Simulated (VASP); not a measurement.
# AlRu (Pm-3m) in VASP: notebook

AlRu is run at these levels: PBE, PBEsol, revPBE; tasks: single point.

All numbers are computed with VASP 6.6.1; they aren't measurements. Logs are shortened: lines on timing, memory, paths and dates and some standing lists are left out, and cuts for length are marked.

## 1. The cell of the first run

Symmetry: Pm-3m, No. 221, cubic system. Conventional cell: a = 2.992 Å, b = 2.992 Å, c = 2.992 Å, α = 90.00°, β = 90.00°, γ = 90.00°. Al (site symmetry m-3m) has 8 Ru at 2.59 Å and 6 Al at 2.99 Å within 3.4 Å. Ru (site symmetry m-3m) has 8 Al at 2.59 Å and 6 Ru at 2.99 Å within 3.4 Å.

## 2. Single point, PBE

The input, INCAR:

```
SYSTEM = AlRu
ALGO     = Normal         ! electronic algorithm
EDIFF    = 1E-6           ! SCF threshold, eV
ENCUT    = 520            ! plane-wave cutoff, eV
GGA      = PE             ! functional
ISIF     = 2              ! what is computed and relaxed
ISMEAR   = 1              ! smearing method
LASPH    = .True.         ! aspherical terms in the spheres
LCHARG   = .True.         ! write CHGCAR
LELF     = .True.         ! ELF
LREAL    = .False.        ! projectors in reciprocal space
LVHAR    = .True.       
LWAVE    = .False.        ! write WAVECAR
NBANDS   = 16             ! bands
NELM     = 100            ! most SCF steps
PREC     = Accurate       ! precision mode
SIGMA    = 0.15           ! smearing width, eV
```

The input, KPOINTS:

```
k-points
0
Gamma
  9 9 9
  0 0 0
```

The input, POSCAR:

```
AlRu
1.0
    2.9916000000      0.0000000000      0.0000000000
    0.0000000000      2.9916000000      0.0000000000
    0.0000000000      0.0000000000      2.9916000000
Al Ru
1 1
Direct
    0.0000000000      0.0000000000      0.0000000000
    0.5000000000      0.5000000000      0.5000000000
```

Potentials or basis: VASP PAW PBE potentials, release 64 (Al, Ru_pv).

Launch:

```
$ cat potpaw_PBE.64/Al/POTCAR potpaw_PBE.64/Ru_pv/POTCAR > POTCAR
$ mpirun -np 1 vasp_std > vasp.out
```

OUTCAR:

```text
SYSTEM = AlRu
   EDIFF = 1E-6
   ENCUT = 520
   GGA = PE
   ISIF = 2
   ISMEAR = 1
   LASPH = .True.
   LREAL = .False.
   NELM = 100
   PREC = Accurate

 ion  position               nearest neighbor table
   1  0.000  0.000  0.000-   2 2.59   2 2.59   2 2.59   2 2.59   2 2.59   2 2.59   2 2.59   2 2.59

   2  0.500  0.500  0.500-   1 2.59   1 2.59   1 2.59   1 2.59   1 2.59   1 2.59   1 2.59   1 2.59

  LATTYP: Found a simple cubic cell.
 ALAT       =     2.9916000000

  Lattice vectors:

 A1 = (   2.9916000000,   0.0000000000,   0.0000000000)
 A2 = (   0.0000000000,   2.9916000000,   0.0000000000)
 A3 = (   0.0000000000,   0.0000000000,   2.9916000000)

Analysis of symmetry for initial positions (statically):
=====================================================================
 Subroutine PRICEL returns:
 Original cell was already a primitive cell.

 Routine SETGRP: Setting up the symmetry group for a
 simple cubic supercell.

 Subroutine GETGRP returns: Found 48 space group operations
 (whereof 48 operations were pure point group operations)
 out of a pool of 48 trial point group operations.

The static configuration has the point symmetry O_h .

Analysis of symmetry for dynamics (positions and initial velocities):
=====================================================================
 Subroutine PRICEL returns:
 Original cell was already a primitive cell.

 Routine SETGRP: Setting up the symmetry group for a
 simple cubic supercell.

 Subroutine GETGRP returns: Found 48 space group operations
 (whereof 48 operations were pure point group operations)
 out of a pool of 48 trial point group operations.

The dynamic configuration has the point symmetry O_h .

 Subroutine INISYM returns: Found 48 space group operations
 (whereof 48 operations are pure point group operations),
 and found     1 'primitive' translations

----------------------------------------------------------------------------------------

                                     Primitive cell

  volume of cell :      26.7738

  direct lattice vectors                    reciprocal lattice vectors
     2.991600000  0.000000000  0.000000000     0.334269287  0.000000000  0.000000000
     0.000000000  2.991600000  0.000000000     0.000000000  0.334269287  0.000000000
     0.000000000  0.000000000  2.991600000     0.000000000  0.000000000  0.334269287

  length of vectors
     2.991600000  2.991600000  2.991600000     0.334269287  0.334269287  0.334269287

  position of ions in fractional coordinates (direct lattice)
     0.000000000  0.000000000  0.000000000
     0.500000000  0.500000000  0.500000000

  ion indices of the primitive-cell ions
   primitive index   ion index
                 1           1
                 2           2

----------------------------------------------------------------------------------------

 KPOINTS: k-points

Automatic generation of k-mesh.
 Grid dimensions read from file:
 generate k-points for:    9    9    9

 Generating k-lattice:

  Cartesian coordinates                     Fractional coordinates (reciprocal lattice)
     0.037141032  0.000000000  0.000000000     0.111111111  0.000000000  0.000000000
     0.000000000  0.037141032  0.000000000     0.000000000  0.111111111  0.000000000
     0.000000000  0.000000000  0.037141032     0.000000000  0.000000000  0.111111111

  Length of vectors
     0.037141032  0.037141032  0.037141032

  Shift w.r.t. Gamma in fractional coordinates (k-lattice)
     0.000000000  0.000000000  0.000000000

 Subroutine IBZKPT returns following result:
 ===========================================

 Found     35 irreducible k-points:

 Following reciprocal coordinates:
            Coordinates               Weight
  0.000000  0.000000  0.000000      1.000000
  0.111111  0.000000  0.000000      6.000000
  0.222222  0.000000  0.000000      6.000000
  0.333333  0.000000  0.000000      6.000000
  0.444444  0.000000  0.000000      6.000000
  0.111111  0.111111  0.000000     12.000000
[... 16 lines left out ...]
  0.333333  0.333333  0.111111     24.000000
  0.444444  0.333333  0.111111     48.000000
 [... further k-points ...]
   k-points           NKPTS =     35   k-points in BZ     NKDIM =     35   number of bands    NBANDS=     16
   number of dos      NEDOS =    301   number of ions     NIONS =      2
   total plane-waves  NPLWV =  13824
   dimension x,y,z NGX =    24 NGY =   24 NGZ =   24
   dimension x,y,z NGXF=    48 NGYF=   48 NGZF=   48
   ions per type =               1   1
   NGX,Y,Z   is equivalent  to a cutoff of  13.34, 13.34, 13.34 a.u.
   NGXF,Y,Z  is equivalent  to a cutoff of  26.67, 26.67, 26.67 a.u.
 SYSTEM =  AlRu
   PREC   = accura    normal or accurate (medium, high low for compatibility)
   ISTART =      0    job   : 0-new  1-cont  2-samecut
   ICHARG =      2    charge: 1-file 2-atom 10-const
   ISPIN  =      1    spin polarized calculation?
   LNONCOLLINEAR =      F non collinear calculations
   LSORBIT =      F    spin-orbit coupling
   LASPH  =      T    aspherical Exc in radial PAW
   ENCUT  =  520.0 eV  38.22 Ry    6.18 a.u.   5.56  5.56  5.56*2*pi/ulx,y,z
   NELM   =    100;   NELMIN=  2; NELMDL= -5     # of ELM steps
   EDIFF  = 0.1E-05   stopping-criterion for ELM
   LREAL  =      F    real-space projection
   EDIFFG = 0.1E-04   stopping-criterion for IOM
   NSW    =      0    number of steps for IOM
   IBRION =     -1    ionic relax: 0-MD 1-quasi-New 2-CG
   NFREE  =      0    steps in history (QN), initial steepest desc. (CG)
   ISIF   =      2    stress and relaxation
   ISYM   =      2    0-nonsym 1-usesym 2-fastsym
   POTIM  = 0.5000    time-step for ionic-motion
   TEBEG  =    0.0;   TEEND  =   0.0 temperature during run
   PSTRESS=    0.0 pullay stress
   NELECT =      17.0000    total number of electrons
   NUPDOWN=      -1.0000    fix difference up-down
   EMIN   =  10.00;   EMAX   =-10.00  energy-range for DOS
   EFERMI =   0.00;   METHOD = LEGACY
   ISMEAR =     1;   SIGMA  =   0.15  broadening in eV -4-tet -1-fermi 0-gaus
   EFERMI_NEDOS =   21; number of points for ismear=-14 and -15
   IALGO  =     38    algorithm
   IMIX   =      4    mixing-type and parameters
     AMIX     =   0.40;   BMIX     =  1.00
     AMIX_MAG =   1.60;   BMIX_MAG =  1.00
  volume/ion in A,a.u.               =      13.39        90.34
  Fermi-wavevector in a.u.,A,eV,Ry     =   1.407087  2.659009 26.938090  1.979894
  Thomas-Fermi vector in A             =   2.529382
   LORBIT       =      0    0 simple, 1 ext, 2 COOP (PROOUT), +10 PAW based schemes
   GGA     = PE    functional components
   LHFCALC =     F    Hartree Fock is set to
   AEXX    =    0.0000 exact exchange contribution
   IVDW    =     0    specifies the selected vdW correction
   LEPSILON=     F    determine dielectric tensor
   LRPA    =     F    only Hartree local field effects (RPA)
 non-spin polarized calculation
 Methfessel and Paxton  Order N= 1 SIGMA  =   0.15
  energy-cutoff  :      520.00
  volume of cell :       26.77
 maximum number of plane-waves:       739
 NGX is ok and might be reduce to    24
   NGX = 11   NGY = 11   NGZ = 11

 number of electron      16.9999995 magnetization

 Free energy of the ion-electron system (eV)
  ---------------------------------------------------
  ext. energy  EPLUGINS =         0.00000000
  ---------------------------------------------------
  free energy    TOTEN  =       -14.25271538 eV

  energy without entropy =      -14.25231204  energy(sigma->0) =      -14.25258093

 E-fermi :  10.6244     XC(G=0): -12.5689

 val. band max:       10.6200463435   @ k =   0.4444   0.4444   0.1111
 cond. band min:      10.6313952274   @ k =   0.4444   0.1111   0.1111
 fundamental gap:      0.0113488839
 Fermi energy:        10.6244306531

 k-point     1 :       0.0000    0.0000    0.0000
  band No.  band energies     occupation
      1     -31.0815      2.00000
      2     -31.0815      2.00000
      3     -31.0815      2.00000
      4       1.0423      2.00000
      5       7.1428      2.00000
      6       7.1428      2.00000
[... 8 lines left out ...]
     15      22.7795      0.00000
     16      25.8242      0.00000

 k-point     2 :       0.1111    0.0000    0.0000
  band No.  band energies     occupation
      1     -31.1063      2.00000
      2     -31.0795      2.00000
      3     -31.0795      2.00000
      4       1.2784      2.00000
      5       7.2182      2.00000
      6       7.2249      2.00000
[... 8 lines left out ...]
     15      22.7805      0.00000
     16      26.5888      0.00000

 k-point     3 :       0.2222    0.0000    0.0000
  band No.  band energies     occupation
      1     -31.1684      2.00000
      2     -31.0742      2.00000
      3     -31.0742      2.00000
      4       1.9611      2.00000
      5       7.2754      2.00000
      6       7.4444      2.00000
[... 8 lines left out ...]
     15      23.3642      0.00000
     16      27.7012      0.00000

 k-point     4 :       0.3333    0.0000    0.0000
  band No.  band energies     occupation
      1     -31.2384      2.00000
      2     -31.0682      2.00000
      3     -31.0682      2.00000
      4       3.0182      2.00000
      5       6.8542      2.00000
      6       7.7181      2.00000
[... 8 lines left out ...]
     15      23.8313      0.00000
     16      25.6665      0.00000
[... 324 lines left out ...]
 k-point    22 :       0.4444    0.2222    0.1111
  band No.  band energies     occupation
      1     -31.2701      2.00000
      2     -31.1453      2.00000
      3     -31.0802      2.00000
      4       4.8292      2.00000
      5       6.2987      2.00000
      6       8.2298      2.00000
[... 8 lines left out ...]
     15      22.7824      0.00000
     16      24.5775      0.00000

 k-point    23 :       0.3333    0.3333    0.1111
  band No.  band energies     occupation
      1     -31.2193      2.00000
      2     -31.2159      2.00000
      3     -31.0781      2.00000
      4       4.4587      2.00000
      5       7.0406      2.00000
      6       8.2189      2.00000
[... 8 lines left out ...]
     15      24.1757      0.00000
     16      25.2194      0.00000

 k-point    24 :       0.4444    0.3333    0.1111
  band No.  band energies     occupation
      1     -31.2614      2.00000
      2     -31.2123      2.00000
      3     -31.0740      2.00000
      4       4.8767      2.00000
      5       6.9540      2.00000
      6       8.1931      2.00000
[... 8 lines left out ...]
     15      23.7642      0.00000
     16      24.2636      0.00000

 [... further k-points ...]

------------------------ aborting loop because EDIFF is reached ----------------------------------------

  FORCE on cell =-STRESS in cart. coord.  units (eV):
  Direction    XX          YY          ZZ          XY          YZ          ZX
  --------------------------------------------------------------------------------------
  -------------------------------------------------------------------------------------
  Total        0.4066801      0.4066801      0.4066801      0.0000000      0.0000000     -0.0000000
  in kB       24.3362110     24.3362110     24.3362110      0.0000000      0.0000000     -0.0000000
  external PRESSURE =      24.3362110 kB  Pullay stress =       0.0000000 kB

 VOLUME and BASIS-vectors are now :
 -----------------------------------------------------------------------------
  energy-cutoff  :      520.00
  volume of cell :       26.77
      direct lattice vectors                 reciprocal lattice vectors
     2.991600000  0.000000000  0.000000000     0.334269287  0.000000000  0.000000000
     0.000000000  2.991600000  0.000000000     0.000000000  0.334269287  0.000000000
     0.000000000  0.000000000  2.991600000     0.000000000  0.000000000  0.334269287

 POSITION                                       TOTAL-FORCE (eV/Angst)
 -----------------------------------------------------------------------------------
      0.00000      0.00000      0.00000         0.000000      0.000000      0.000000
      1.49580      1.49580      1.49580         0.000000      0.000000      0.000000
 -----------------------------------------------------------------------------------
    total drift:                                0.000000     -0.000000     -0.000000

  FREE ENERGIE OF THE ION-ELECTRON SYSTEM (eV)
  ---------------------------------------------------
  free  energy   TOTEN  =       -14.2527153780 eV

  energy  without entropy=      -14.2523120397  energy(sigma->0) =      -14.25258093
```

Wall time 13 s (1 thread of Intel Xeon 8259CL, shared host); peak memory 0.14 GiB.

Results:

```
Free energy : -14.2527 eV
Pressure    : 2.4 GPa
```

## 3. Single point, PBEsol

The input, INCAR:

```
SYSTEM = AlRu
ALGO = Normal
EDIFF = 1E-7
ENCUT = 520
GGA = PS
ISIF = 2
ISMEAR = 1
LASPH = .TRUE.
LCHARG = .FALSE.
LREAL = .FALSE.
LWAVE = .FALSE.
NBANDS = 16
NELM = 100
PREC = Accurate
SIGMA = 0.15
```

The input, KPOINTS:

```
k-points
0
G
  9 9 9
  0 0 0
```

POSCAR is that of step 2.

Potentials or basis: VASP PAW PBE potentials, release 64 (Al, Ru_pv).

Launch:

```
$ cat potpaw_PBE.64/Al/POTCAR potpaw_PBE.64/Ru_pv/POTCAR > POTCAR
$ mpirun -np 1 vasp_std > vasp.out
```

It took 13 s on 1 thread of Intel Xeon 8259CL, shared host; peak memory 0.14 GiB.

The run converged. Its results:

```
Free energy : -15.5142 eV
Pressure    : -3.3 GPa
```

Levels at points of the mesh, in eV from the Fermi level:
```tsv
k point	band 7	band 8	band 9	band 10	band 11	band 12
(0.00, 0.00, 0.00)	0.25	0.25	0.25	6.16	6.16	6.16
```

Caveat: the PAW data sets were made with another functional, which shifts forces and pressure a little.

## 4. Single point, revPBE

The input, INCAR:

```
SYSTEM = AlRu
PREC = Accurate
ENCUT = 520
EDIFF = 1E-7
ISMEAR = 1
SIGMA = 0.15
LREAL = .FALSE.
LASPH = .TRUE.
NELM = 80
ALGO = Normal
ISIF = 2
LWAVE = .FALSE.
LCHARG = .FALSE.
GGA = RE
NBANDS = 16
```

The input, KPOINTS:

```
Automatic mesh
0
G
  9 9 9
  0 0 0
```

POSCAR is that of step 3.

Launch:

```
$ cat potpaw_PBE.64/Al/POTCAR potpaw_PBE.64/Ru_pv/POTCAR > POTCAR
$ mpirun -np 1 vasp_std > vasp.out
```

Wall time 15 s (1 thread of Intel Xeon 8259CL, shared host); peak memory 0.14 GiB.

The run converged. Its results:

```yaml
Free_energy: -13.5401 eV
Pressure: 5.0 GPa
```

Levels at points of the mesh, in eV from the Fermi level:
| k point | band 6 | band 7 | band 8 | band 9 | band 10 | band 11 | band 12 | band 13 |
| --- | --- | --- | --- | --- | --- | --- | --- | --- |
| (0.00, 0.00, 0.00) | -3.48 | 0.25 | 0.25 | 0.25 | 6.20 | 6.20 | 6.20 | 11.04 |

Caveat: the PAW data sets were made with another functional, which shifts forces and pressure a little.

## 5. The runs side by side

```tsv
level	gap on the mesh (eV)	pressure (GPa)
PBE	none	2.4
PBEsol	none	-3.3
revPBE	none	5.0
```

Alike in all rows: task single point; potentials or basis VASP PAW PBE potentials, release 64 (Al, Ru_pv); no spin polarisation; cell as given; k mesh 9 × 9 × 9; cutoff (eV) 520; smearing methfessel-paxton 0.15 eV.

Every run on the cell as given and a fine mesh finds a metal. The pressure there spans -3.3 GPa (PBEsol) to 5.0 GPa (revPBE); a positive pressure means that this level wants a larger cell, a negative one a smaller.

Caveats: the PAW data sets were made with another functional, which shifts forces and pressure a little (some runs).

Total energies depend on the potentials used, so only differences within one code and one set of settings carry meaning.
